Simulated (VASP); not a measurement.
# Ta3H in VASP: further runs

The runs below take Ta3H through single point, with LDA.

All numbers are computed with VASP 6.6.1; they aren't measurements. Logs are shortened: lines on timing, memory, paths and dates and some standing lists are left out, and cuts for length are marked.

## (1) The cell of the first run

The cell holds a slab with vacuum, 8 atoms: a = 4.600 Å, b = 4.600 Å, c = 22.402 Å, α = 90.00°, β = 90.00°, γ = 120.00°.

## (2) Single point, LDA

Input file INCAR:

```
SYSTEM = Ta3H
PREC = Accurate
ENCUT = 520
EDIFF = 1E-7
ISMEAR = 0
SIGMA = 0.1
LREAL = .FALSE.
LASPH = .TRUE.
NELM = 60
ALGO = Normal
ISIF = 2
LWAVE = .FALSE.
LCHARG = .TRUE.
LDIPOL = .TRUE.
IDIPOL = 3
DIPOL = 0.5 0.5 0.308
GGA = CA
LELF = .TRUE.
LVHAR = .TRUE.
LVACPOTAV = .TRUE.
NBANDS = 44
```

Input file KPOINTS:

```
Automatic mesh
0
G
  6 6 1
  0 0 0
```

Input file POSCAR:

```
Ta3H
1.0
    4.6002247492      0.0000000000      0.0000000000
   -2.3001123746      3.9839114959      0.0000000000
    0.0000000000      0.0000000000     22.4017722044
Ta H
6 2
Direct
    0.6666666667      0.3333333333      0.1785573018
    0.3333333333      0.6666666667      0.2204743848
    0.0000000000      0.0000000000      0.2623914678
    0.6666666667      0.3333333333      0.3016814391
    0.3333333333      0.6666666667      0.3385386112
    0.0000000000      0.0000000000      0.3750494438
    0.0904104196      0.6666666667      0.3951371402
    0.5762562471      0.6666666667      0.3951371402
```

Potentials or basis: VASP PAW LDA potentials, release 64 (Ta_pv, H).

Launch:

```sh
> cat potpaw_LDA.64/Ta_pv/POTCAR potpaw_LDA.64/H/POTCAR > POTCAR
> mpirun -np 1 vasp_std > vasp.out
```

OUTCAR:

```text
SYSTEM = Ta3H
   PREC = Accurate
   ENCUT = 520
   EDIFF = 1E-7
   ISMEAR = 0
   LREAL = .FALSE.
   LASPH = .TRUE.
   NELM = 60
   ISIF = 2
   GGA = CA

 ion  position               nearest neighbor table
   1  0.667  0.333  0.179-   4 2.76   2 2.82   2 2.82   2 2.82   3 3.25   3 3.25   3 3.25
   2  0.333  0.667  0.220-   5 2.64   1 2.82   3 2.82   1 2.82   3 2.82   3 2.82   1 2.82   4 3.22
                             4 3.22   4 3.22
   3  0.000  0.000  0.262-   6 2.52   4 2.80   4 2.80   4 2.80   2 2.82   2 2.82   2 2.82   5 3.16
                             5 3.16   5 3.16   1 3.25   1 3.25   1 3.25
   4  0.667  0.333  0.302-   1 2.76   5 2.78   5 2.78   5 2.78   3 2.80   3 2.80   3 2.80   6 3.12
                             6 3.12   6 3.12   2 3.22   2 3.22   2 3.22
   5  0.333  0.667  0.339-   7 1.69   8 1.69   2 2.64   6 2.78   6 2.78   6 2.78   4 2.78   4 2.78
                             4 2.78   3 3.16   3 3.16   3 3.16
   6  0.000  0.000  0.375-   7 1.83   8 1.83   3 2.52   5 2.78   5 2.78   5 2.78   4 3.12   4 3.12
                             4 3.12
   7  0.090  0.667  0.395-   5 1.69   6 1.83
   8  0.576  0.667  0.395-   5 1.69   6 1.83

  LATTYP: Found a hexagonal cell.
 ALAT       =     4.6002247492
 C/A-ratio  =     4.8697125523

  Lattice vectors:

 A1 = (   4.6002247492,   0.0000000000,   0.0000000000)
 A2 = (  -2.3001123746,   3.9839114959,   0.0000000000)
 A3 = (   0.0000000000,   0.0000000000,  22.4017722044)

Analysis of symmetry for initial positions (statically):
=====================================================================
 Subroutine PRICEL returns:
 Original cell was already a primitive cell.

 Routine SETGRP: Setting up the symmetry group for a
 hexagonal supercell.

 Subroutine GETGRP returns: Found  2 space group operations
 (whereof  2 operations were pure point group operations)
 out of a pool of 24 trial point group operations.

The static configuration has the point symmetry C_1h.

Analysis of symmetry for dynamics (positions and initial velocities):
=====================================================================
 Subroutine PRICEL returns:
 Original cell was already a primitive cell.

 Routine SETGRP: Setting up the symmetry group for a
 hexagonal supercell.

 Subroutine GETGRP returns: Found  2 space group operations
 (whereof  2 operations were pure point group operations)
 out of a pool of 24 trial point group operations.

The dynamic configuration has the point symmetry C_1h.

 Subroutine INISYM returns: Found  2 space group operations
 (whereof  2 operations are pure point group operations),
 and found     1 'primitive' translations

----------------------------------------------------------------------------------------

                                     Primitive cell

  volume of cell :     410.5548

  direct lattice vectors                    reciprocal lattice vectors
     4.600224749  0.000000000  0.000000000     0.217380683  0.125504796  0.000000000
    -2.300112375  3.983911496  0.000000000     0.000000000  0.251009592  0.000000000
     0.000000000  0.000000000 22.401772204     0.000000000  0.000000000  0.044639325

  length of vectors
     4.600224749  4.600224749 22.401772204     0.251009592  0.251009592  0.044639325

  position of ions in fractional coordinates (direct lattice)
     0.666666667  0.333333333  0.178557302
     0.333333333  0.666666667  0.220474385
     0.000000000  0.000000000  0.262391468
     0.666666667  0.333333333  0.301681439
     0.333333333  0.666666667  0.338538611
     0.000000000  0.000000000  0.375049444
     0.090410420  0.666666667  0.395137140
     0.576256247  0.666666667  0.395137140

  ion indices of the primitive-cell ions
   primitive index   ion index
                 1           1
                 2           2
                 3           3
                 4           4
                 5           5
                 6           6
                 7           7
                 8           8

----------------------------------------------------------------------------------------

 KPOINTS: Automatic mesh

Automatic generation of k-mesh.
 Grid dimensions read from file:
 generate k-points for:    6    6    1

 Generating k-lattice:

  Cartesian coordinates                     Fractional coordinates (reciprocal lattice)
     0.036230114  0.020917466  0.000000000     0.166666667  0.000000000  0.000000000
     0.000000000  0.041834932  0.000000000     0.000000000  0.166666667  0.000000000
     0.000000000  0.000000000  0.044639325     0.000000000  0.000000000  1.000000000

  Length of vectors
     0.041834932  0.041834932  0.044639325

  Shift w.r.t. Gamma in fractional coordinates (k-lattice)
     0.000000000  0.000000000  0.000000000

 Subroutine IBZKPT returns following result:
 ===========================================

 Found     13 irreducible k-points:

 Following reciprocal coordinates:
            Coordinates               Weight
  0.000000  0.000000  0.000000      1.000000
  0.166667  0.000000  0.000000      4.000000
  0.000000  0.166667  0.000000      2.000000
  0.333333  0.000000  0.000000      4.000000
  0.000000  0.333333  0.000000      2.000000
  0.500000  0.000000  0.000000      2.000000
  0.000000  0.500000  0.000000      1.000000
  0.166667  0.166667  0.000000      4.000000
 -0.333333  0.166667  0.000000      2.000000
  0.333333  0.166667  0.000000      4.000000
 -0.166667  0.500000  0.000000      4.000000
  0.500000  0.333333  0.000000      4.000000
  0.333333  0.333333  0.000000      2.000000
   k-points           NKPTS =     13   k-points in BZ     NKDIM =     13   number of bands    NBANDS=     44
   number of dos      NEDOS =    301   number of ions     NIONS =      8
   total plane-waves  NPLWV = 217728
   dimension x,y,z NGX =    36 NGY =   36 NGZ =  168
   dimension x,y,z NGXF=    72 NGYF=   72 NGZF=  336
   ions per type =               6   2
   NGX,Y,Z   is equivalent  to a cutoff of  13.01, 13.01, 12.47 a.u.
   NGXF,Y,Z  is equivalent  to a cutoff of  26.02, 26.02, 24.93 a.u.
 SYSTEM =  Ta3H
   PREC   = accura    normal or accurate (medium, high low for compatibility)
   ISTART =      0    job   : 0-new  1-cont  2-samecut
   ICHARG =      2    charge: 1-file 2-atom 10-const
   ISPIN  =      1    spin polarized calculation?
   LNONCOLLINEAR =      F non collinear calculations
   LSORBIT =      F    spin-orbit coupling
   LASPH  =      T    aspherical Exc in radial PAW
   ENCUT  =  520.0 eV  38.22 Ry    6.18 a.u.   8.55  8.55 41.65*2*pi/ulx,y,z
   NELM   =     60;   NELMIN=  2; NELMDL= -5     # of ELM steps
   EDIFF  = 0.1E-06   stopping-criterion for ELM
   LREAL  =      F    real-space projection
   EDIFFG = 0.1E-05   stopping-criterion for IOM
   NSW    =      0    number of steps for IOM
   IBRION =     -1    ionic relax: 0-MD 1-quasi-New 2-CG
   NFREE  =      0    steps in history (QN), initial steepest desc. (CG)
   ISIF   =      2    stress and relaxation
   ISYM   =      2    0-nonsym 1-usesym 2-fastsym
   POTIM  = 0.5000    time-step for ionic-motion
   TEBEG  =    0.0;   TEEND  =   0.0 temperature during run
   PSTRESS=    0.0 pullay stress
   NELECT =      68.0000    total number of electrons
   NUPDOWN=      -1.0000    fix difference up-down
   EMIN   =  10.00;   EMAX   =-10.00  energy-range for DOS
   EFERMI =   0.00;   METHOD = LEGACY
   ISMEAR =     0;   SIGMA  =   0.10  broadening in eV -4-tet -1-fermi 0-gaus
   EFERMI_NEDOS =   21; number of points for ismear=-14 and -15
   IALGO  =     38    algorithm
   IMIX   =      4    mixing-type and parameters
     AMIX     =   0.40;   BMIX     =  1.00
     AMIX_MAG =   1.60;   BMIX_MAG =  1.00
  volume/ion in A,a.u.               =      51.32       346.32
  Fermi-wavevector in a.u.,A,eV,Ry     =   0.899057  1.698972 10.997647  0.808304
  Thomas-Fermi vector in A             =   2.021844
   LORBIT       =      0    0 simple, 1 ext, 2 COOP (PROOUT), +10 PAW based schemes
   GGA     = CA    functional components
   LHFCALC =     F    Hartree Fock is set to
   AEXX    =    0.0000 exact exchange contribution
   IVDW    =     0    specifies the selected vdW correction
   LEPSILON=     F    determine dielectric tensor
   LRPA    =     F    only Hartree local field effects (RPA)
 non-spin polarized calculation
 Gauss-broadening in eV      SIGMA  =   0.10
  energy-cutoff  :      520.00
  volume of cell :      410.55
 maximum number of plane-waves:     11105
 NGX is ok and might be reduce to    36
   NGX = 17   NGY = 17   NGZ = 83

 dipolmoment           0.000000      0.000000     -0.033231 electrons x Angstroem

 number of electron      68.0000006 magnetization

 dipolmoment           0.000000      0.000000      0.040768 electrons x Angstroem

 Free energy of the ion-electron system (eV)
  ---------------------------------------------------
  ext. energy  EPLUGINS =         0.00000000
  ---------------------------------------------------
  free energy    TOTEN  =       -77.39732066 eV

  energy without entropy =      -77.35924720  energy(sigma->0) =      -77.37828393

 E-fermi :  -1.2585     XC(G=0):  -4.3972

 val. band max:       -1.2595580788   @ k =   0.3333   0.3333   0.0000
 cond. band min:      -1.2541393826   @ k =  -0.3333   0.1667   0.0000
 fundamental gap:      0.0054186962
 Fermi energy:        -1.2585133197

 k-point     1 :       0.0000    0.0000    0.0000
  band No.  band energies     occupation
      1     -35.7844      2.00000
      2     -35.6721      2.00000
      3     -35.5002      2.00000
      4     -35.4901      2.00000
      5     -35.4253      2.00000
      6     -35.4207      2.00000
[... 36 lines left out ...]
     43       1.6872      0.00000
     44       2.1274      0.00000

 k-point     2 :       0.1667    0.0000    0.0000
  band No.  band energies     occupation
      1     -35.7994      2.00000
      2     -35.6857      2.00000
      3     -35.5547      2.00000
      4     -35.5170      2.00000
      5     -35.4592      2.00000
      6     -35.4326      2.00000
[... 36 lines left out ...]
     43       1.7311      0.00000
     44       1.9239      0.00000

 k-point     3 :       0.0000    0.1667    0.0000
  band No.  band energies     occupation
      1     -35.7993      2.00000
      2     -35.6858      2.00000
      3     -35.5555      2.00000
      4     -35.5141      2.00000
      5     -35.4605      2.00000
      6     -35.4332      2.00000
[... 36 lines left out ...]
     43       1.8402      0.00000
     44       1.8834      0.00000

 k-point     4 :       0.3333    0.0000    0.0000
  band No.  band energies     occupation
      1     -35.8332      2.00000
      2     -35.7145      2.00000
      3     -35.6521      2.00000
      4     -35.4989      2.00000
      5     -35.4831      2.00000
      6     -35.4231      2.00000
[... 365 lines left out ...]
     43       1.6353      0.00000
     44       1.7970      0.00000

 k-point    12 :       0.5000    0.3333    0.0000
  band No.  band energies     occupation
      1     -35.8498      2.00000
      2     -35.7390      2.00000
      3     -35.6263      2.00000
      4     -35.5218      2.00000
      5     -35.4646      2.00000
      6     -35.4036      2.00000
[... 36 lines left out ...]
     43       1.6497      0.00000
     44       1.7529      0.00000

 k-point    13 :       0.3333    0.3333    0.0000
  band No.  band energies     occupation
      1     -35.8558      2.00000
      2     -35.7578      2.00000
      3     -35.5536      2.00000
      4     -35.5084      2.00000
      5     -35.4694      2.00000
      6     -35.4488      2.00000
[... 36 lines left out ...]
     43       1.1144      0.00000
     44       1.2993      0.00000

------------------------ aborting loop because EDIFF is reached ----------------------------------------

  FORCE on cell =-STRESS in cart. coord.  units (eV):
  Direction    XX          YY          ZZ          XY          YZ          ZX
  --------------------------------------------------------------------------------------
  -------------------------------------------------------------------------------------
  Total        2.0805169     -1.9514043      4.6694499      0.0000000     -0.8079927      0.0000000
  in kB        8.1191529     -7.6152950     18.2223838      0.0000000     -3.1531664      0.0000000
  external PRESSURE =       6.2420806 kB  Pullay stress =       0.0000000 kB

 VOLUME and BASIS-vectors are now :
 -----------------------------------------------------------------------------
  energy-cutoff  :      520.00
  volume of cell :      410.55
      direct lattice vectors                 reciprocal lattice vectors
     4.600224749  0.000000000  0.000000000     0.217380683  0.125504796  0.000000000
    -2.300112375  3.983911496  0.000000000     0.000000000  0.251009592  0.000000000
     0.000000000  0.000000000 22.401772204     0.000000000  0.000000000  0.044639325

 POSITION                                       TOTAL-FORCE (eV/Angst)
 -----------------------------------------------------------------------------------
      2.30011      1.32797      4.00000         0.000000      0.039791      2.041643
     -0.00000      2.65594      4.93902         0.000000     -0.095407     -0.966868
      0.00000      0.00000      5.87803         0.000000      0.224959     -2.239769
      2.30011      1.32797      6.75820         0.000000     -0.380099     -0.671663
     -0.00000      2.65594      7.58386         0.000000      0.736967     -2.451505
      0.00000      0.00000      8.40177         0.000000      0.401483      0.733853
     -1.11750      2.65594      8.85177        -1.035349     -0.463847      1.777155
      1.11750      2.65594      8.85177         1.035349     -0.463847      1.777155
 -----------------------------------------------------------------------------------
    total drift:                                0.000000     -0.000003      0.000107

  FREE ENERGIE OF THE ION-ELECTRON SYSTEM (eV)
  ---------------------------------------------------
  free  energy   TOTEN  =       -77.3973206574 eV

  energy  without entropy=      -77.3592471955  energy(sigma->0) =      -77.37828393

 vacuum level on the upper side and lower side of the slab         2.838         2.435
```

Wall time 6.6 min (1 thread of Intel Xeon 6975P-C (Granite Rapids), shared host); peak memory 0.47 GiB.

Results:

```
Free energy            : -77.3973 eV
Largest force          : 2.560 eV/Å
Band gap on the k mesh : zero (bands 34 and 35 overlap by 0.27 eV)
```

Forces on the atoms (eV/Å):
```
Ta   0.000  0.040  2.042
Ta   0.000 -0.095 -0.967
Ta   0.000  0.225 -2.240
Ta   0.000 -0.380 -0.672
Ta   0.000  0.737 -2.452
Ta   0.000  0.401  0.734
H   -1.035 -0.464  1.777
H    1.035 -0.464  1.777
```

Caveat: spin-orbit coupling is left out, which moves the levels of the heavy elements.

## (3) Single point, LDA

Input file INCAR:

```
  ALGO = Normal
  DIPOL = 0.5 0.5 0.316
  EDIFF = 1E-6
  ENCUT = 520
  IDIPOL = 3
  ISIF = 2
  ISMEAR = 0
  LASPH = T
  LCHARG = F
  LDIPOL = T
  LREAL = F
  LWAVE = F
  NBANDS = 44
  NELM = 80
  PREC = Accurate
  SIGMA = 0.1
```

Input file KPOINTS:

```
k-points
0
Gamma
  6 6 1
```

POSCAR, as its differences from that of step 2:

```diff
@@ -14,3 +14,3 @@
     0.0000000000      0.0000000000      0.3750494438
-    0.0904104196      0.6666666667      0.3951371402
-    0.5762562471      0.6666666667      0.3951371402
+    0.0904104196      0.6666666667      0.4237063085
+    0.5762562471      0.6666666667      0.4237063085
```

Potentials or basis: VASP PAW LDA potentials, release 64 (Ta_pv, H).

Launch:

```sh
> cat potpaw_LDA.64/Ta_pv/POTCAR potpaw_LDA.64/H/POTCAR > POTCAR
> mpirun -np 1 vasp_std > vasp.out
```

OUTCAR:

```text
EDIFF = 1E-6
   ENCUT = 520
   ISIF = 2
   ISMEAR = 0
   LASPH = T
   LREAL = F
   NELM = 80
   PREC = Accurate

 ion  position               nearest neighbor table
   1  0.667  0.333  0.179-   4 2.76   2 2.82   2 2.82   2 2.82   3 3.25   3 3.25   3 3.25
   2  0.333  0.667  0.220-   5 2.64   1 2.82   3 2.82   1 2.82   3 2.82   3 2.82   1 2.82   4 3.22
                             4 3.22   4 3.22
   3  0.000  0.000  0.262-   6 2.52   4 2.80   4 2.80   4 2.80   2 2.82   2 2.82   2 2.82   5 3.16
                             5 3.16   5 3.16   1 3.25   1 3.25   1 3.25
   4  0.667  0.333  0.302-   1 2.76   5 2.78   5 2.78   5 2.78   3 2.80   3 2.80   3 2.80   6 3.12
                             6 3.12   6 3.12   2 3.22   2 3.22   2 3.22
   5  0.333  0.667  0.339-   7 2.21   8 2.21   2 2.64   6 2.78   6 2.78   6 2.78   4 2.78   4 2.78
                             4 2.78   3 3.16   3 3.16   3 3.16
   6  0.000  0.000  0.375-   7 2.09   8 2.09   3 2.52   5 2.78   5 2.78   5 2.78   4 3.12   4 3.12
[... 825 lines left out ...]
  energy-cutoff  :      520.00
  volume of cell :      410.55
      direct lattice vectors                 reciprocal lattice vectors
     4.600224749  0.000000000  0.000000000     0.217380683  0.125504796  0.000000000
    -2.300112375  3.983911496  0.000000000     0.000000000  0.251009592  0.000000000
     0.000000000  0.000000000 22.401772204     0.000000000  0.000000000  0.044639325

 POSITION                                       TOTAL-FORCE (eV/Angst)
 -----------------------------------------------------------------------------------
      2.30011      1.32797      4.00000         0.000000      0.002570      1.985378
     -0.00000      2.65594      4.93902         0.000000      0.113260     -0.869732
      0.00000      0.00000      5.87803         0.000000      0.062101     -2.409389
      2.30011      1.32797      6.75820        -0.000000     -0.259339     -0.584775
     -0.00000      2.65594      7.58386         0.000000      0.606895      2.975825
      0.00000      0.00000      8.40177         0.000000     -1.122509      1.673578
     -1.11750      2.65594      9.49177         0.142228      0.298511     -1.385442
      1.11750      2.65594      9.49177        -0.142228      0.298511     -1.385442
 -----------------------------------------------------------------------------------
    total drift:                                0.000000     -0.000005      0.000653

  FREE ENERGIE OF THE ION-ELECTRON SYSTEM (eV)
  ---------------------------------------------------
  free  energy   TOTEN  =       -77.1735338916 eV

  energy  without entropy=      -77.1285449366  energy(sigma->0) =      -77.15103941

 vacuum level on the upper side and lower side of the slab         3.114         1.994
```

Wall time 5.2 min (1 thread of Intel Xeon 6975P-C (Granite Rapids), shared host); peak memory 0.47 GiB.

Results:

```yaml
Free_energy: -77.1735 eV
Largest_force: 3.037 eV/Å
Band_gap_on_the_k_mesh: zero (bands 34 and 35 overlap by 0.17 eV)
```

Forces on the atoms (eV/Å):
```
Ta   0.000  0.003  1.985
Ta   0.000  0.113 -0.870
Ta   0.000  0.062 -2.409
Ta   0.000 -0.259 -0.585
Ta   0.000  0.607  2.976
Ta   0.000 -1.123  1.674
H    0.142  0.299 -1.385
H   -0.142  0.299 -1.385
```

Levels at points of the mesh, in eV from the Fermi level:
| k point | band 32 | band 33 | band 34 | band 35 | band 36 | band 37 |
| --- | --- | --- | --- | --- | --- | --- |
| (0.00, 0.00, 0.00) | -0.64 | -0.60 | -0.39 | -0.05 | 0.17 | 0.21 |
| (0.50, 0.00, 0.00) | -0.84 | -0.40 | -0.24 | 0.06 | 0.57 | 0.72 |
| (0.00, 0.50, 0.00) | -0.89 | -0.75 | 0.01 | 0.04 | 0.22 | 0.85 |

Caveat: spin-orbit coupling is left out, which moves the levels of the heavy elements.

(Continued in part 2 of 2.)
